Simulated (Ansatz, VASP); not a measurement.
**Two plane-wave programs on BiTe**

```xyz
2
Lattice="0.0000 3.2350 3.2350 3.2350 0.0000 3.2350 3.2350 3.2350 0.0000" Properties=species:S:1:pos:R:3 pbc="T T T"
Bi    0.0000    0.0000    0.1000
Te    3.2350    3.2350    3.2350
```

Change from the starting cell: all Bi atoms moved -0.100 Å, as atom 1 towards its neighbour atom 2 (Te) at 3.235 Å.

Alike in both runs: task single point; functional r2SCAN; k mesh 14 × 14 × 14; occupations gaussian, width 0.15 eV; no spin polarisation.

|  | VASP | Ansatz |
| --- | --- | --- |
| version | VASP 6.6.1 | Ansatz 0.2.0 |
| potentials or method | VASP PAW PBE potentials, release 64 (Bi_d, Te), cutoff 520 eV | scalar-relativistic, plane waves, PAW |
| valence electrons in the cell | 21 | 31 |

|  | VASP | Ansatz | Ansatz less VASP |
| --- | --- | --- | --- |
| gap on the k mesh at the Fermi level (eV) | none | none | - |
| pressure (GPa) | 0.1 | 0.2 | +0.03 |
| traceless stress, the component that is largest in VASP (GPa) | 0.14 | 0.13 | -0.004 |
| rms of the force components (eV/Å) | 0.148 | 0.147 | -0.0011 |

VASP's potentials were made for PBE, not for r2SCAN. Atom by atom the forces differ by 0.001 eV/Å (rms over components). A gap of «none» marks a metal or a gap that the smearing closes. The functional is the same, so the differences come from potentials, cutoffs and numerics. VASP's potentials hold 21 valence electrons a cell and Ansatz's 31, so a difference there can come from the potentials and not from the codes.

Neither program's run includes spin-orbit coupling.
